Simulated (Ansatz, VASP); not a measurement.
# One calculation of CdSe, two programs

```xyz
2
Lattice="0.0000 3.0703 3.0703 3.0703 0.0000 3.0703 3.0703 3.0703 0.0000" Properties=species:S:1:pos:R:3 pbc="T T T"
Cd    0.0000    0.0000    0.0000
Se    4.6054    4.6054    4.6054
```

Alike in both runs: task relaxation of cell and atoms; functional PBEsol; k mesh 14 × 14 × 14; occupations fermi-dirac, width 0.05 eV; no spin polarisation.

|  | VASP | Ansatz |
| --- | --- | --- |
| version | VASP 6.6.1 | Ansatz 0.2.0 |
| potentials or method | VASP PAW PBE potentials, release 64 (Cd, Se) | PAW with Ansatz's default frozen-core files, scalar-relativistic |
| plane-wave cutoff (eV) | 600 | 420 |
| valence electrons in the cell | 18 | 36 |

```csv
,VASP,Ansatz,Ansatz less VASP
relaxed volume (Å³/atom),28.28,28.13,-0.150
relaxed cell length with the largest relative difference (Å),4.309,4.301,-0.0076
```

VASP's potentials were made for PBE, not for PBEsol. VASP's potentials hold 18 valence electrons a cell and Ansatz's 36, so a difference there can come from the potentials and not from the codes.
